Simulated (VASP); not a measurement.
## SnO: single point with PBE+D3(BJ)

System: SnO, a slab with vacuum.

```xyz
8
Lattice="3.8202 0.0003 0.0000 -0.0003 3.8202 0.0000 0.0000 0.0000 22.2261" Properties=species:S:1:pos:R:3 pbc="T T T"
Sn    3.8196    3.8202    4.5000
Sn    1.9097    1.9100    6.8621
Sn    1.9097    1.9100   11.3436
Sn    3.8196    3.8202   13.7057
O     3.8198    1.9102    5.6810
O     1.9096    3.8201    5.6810
O     1.9096    3.8201   12.5248
O     3.8198    1.9102   12.5248
```

| Quantity | Value |
| --- | --- |
| Program | VASP 6.6.1 |
| Task | single point |
| Functional | PBE |
| Dispersion | D3(BJ) |
| Potentials or basis | VASP PAW PBE potentials, release 64 (Sn_d, O_h) |
| Cutoff | 1000 eV |
| k mesh | 7 × 7 × 1 |
| Occupations | gaussian, width 0.05 eV |
| Spin | no spin polarisation |

The largest force is 0.089 eV/Å and the band gap on the k mesh is 2.58 eV (least direct gap 2.61 eV). The dispersion energy per atom is -0.152 eV.

Forces on the atoms (eV/Å):
```
Sn   0.000  0.000 -0.089
Sn   0.000  0.000  0.089
Sn   0.000  0.000 -0.089
Sn   0.000  0.000  0.089
O    0.000  0.000  0.000
O    0.000  0.000  0.000
O    0.000  0.000  0.000
O    0.000  0.000  0.000
```

Levels at points of the mesh, in eV from the valence-band top:
| k point | band 38 | band 39 | band 40 | band 41 | band 42 | band 43 |
| --- | --- | --- | --- | --- | --- | --- |
| (0.00, 0.00, 0.00) | -1.89 | -0.51 | -0.03 | 2.58 | 2.91 | 2.92 |

Run time: 13 min on 1 thread of Intel(R) Xeon(R) Platinum 8259CL CPU @ 2.50GHz (Skylake/Cascade Lake), on a shared host, peak memory 0.9 GiB.

Caveat: spin-orbit coupling is left out, which moves the levels of the heavy elements.
